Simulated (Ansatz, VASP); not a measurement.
# Two plane-wave programs on SnO

File INCAR:

```
SYSTEM = SnO
PREC = Accurate
ENCUT = 600
EDIFF = 1E-6
ISMEAR = 0
SIGMA = 0.02
LREAL = .False.
LASPH = .True.
NELM = 100
ALGO = Normal
ISIF = 3
LWAVE = .False.
LCHARG = .False.
GGA = PE
IBRION = 2
NSW = 100
EDIFFG = -0.01
```

Contents of KPOINTS:

```
regular mesh
0
Gamma
  12 12 12
  0 0 0
```

POSCAR

```
SnO
1.0
    3.1385375338      0.0000000000      0.0000000000
    0.0000000000      3.1385375338      0.0000000000
    0.0000000000      0.0000000000      3.1385375338
Sn O
1 1
Direct
    0.5000000000      0.5000000000      0.5000000000
    0.0000000000      0.0000000000      0.0000000000
```

Input for Ansatz:

```yaml
crystal:
  lattice:
    - [3.1385375338, 0.0, 0.0]
    - [0.0, 3.1385375338, 0.0]
    - [0.0, 0.0, 3.1385375338]
  atoms:
    - { symbol: Sn, position: [0.5, 0.5, 0.5] }
    - { symbol: O, position: [0.0, 0.0, 0.0] }
basis:
  ecutwfc: 420
kpoints:
  mp_grid: { grid: [12, 12, 12] }
hamiltonian:
  xc: pbe
scf:
  occupations: { method: gaussian, width: 0.02 }
output:
  forces: true
  stress: true
  eigenvalues: true
  write_density: true
  write_potential: true
  elf: true
  volumetric_format: npy
relax:
  adjacent_minimum: "off"
  f_tol: 0.01
  max_steps: 80
  cell: { stress_tol: 0.05 }
```

Change from the starting cell: species swapped into the AlFe type (Pm-3m, No. 221).

Alike in both runs: task relaxation of cell and atoms; functional PBE; k mesh 12 × 12 × 12; occupations gaussian, width 0.02 eV; no spin polarisation.

```csv
,VASP,Ansatz
version,VASP 6.6.1,Ansatz 0.2.0
potentials or method,"VASP PAW PBE potentials, release 64 (Sn_d, O), cutoff 600 eV","scalar-relativistic, plane waves, PAW"
valence electrons in the cell,20,20
```

|  | VASP | Ansatz | Ansatz less VASP |
| --- | --- | --- | --- |
| gap on the k mesh at the Fermi level, each at its own relaxed structure (eV) | none | none | - |
| relaxed volume (Å³/atom) | 15.34 | 15.36 | +0.017 |
| relaxed cell length with the largest relative difference (Å) | 3.131 | 3.132 | +0.0011 |

A gap of «none» marks a metal or a gap that the smearing closes.
